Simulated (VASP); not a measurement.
Runs of VASP 6.6.1 on Ba. The cell holds a slab with vacuum, 2 atoms: a = 3.910 Å, b = 4.141 Å, c = 20.700 Å, α = 90.00°, β = 90.00°, γ = 118.17°. 

```csv
level,potentials or basis,dipole correction,gap on the mesh (eV),largest force (eV/Å)
LDA,"VASP PAW LDA potentials, release 64 (Ba_sv)",yes,none,0.21
PBE,"VASP PAW PBE potentials, release 64 (Ba_sv)",no,none,0.19
PBEsol,"VASP PAW PBE potentials, release 64 (Ba_sv)",yes,none,(a)
PBE,"VASP PAW PBE potentials, release 64 (Ba_sv)",yes,none,0.19
```

Alike in all rows: task single point; no spin polarisation; cell as given; k mesh 8 × 8 × 1; cutoff (eV) 520; smearing fermi-dirac 0.05 eV.

Estimate the missing entries.

(a) 0.20.

Caveats: spin-orbit coupling is left out, which moves the levels of the heavy elements; the PAW data sets were made with another functional, which shifts forces and pressure a little (some runs).

A k mesh can miss the band edges, and the runs leave out spin-orbit coupling on Ba.

A gap of «none» marks levels without a gap at the run's occupations.
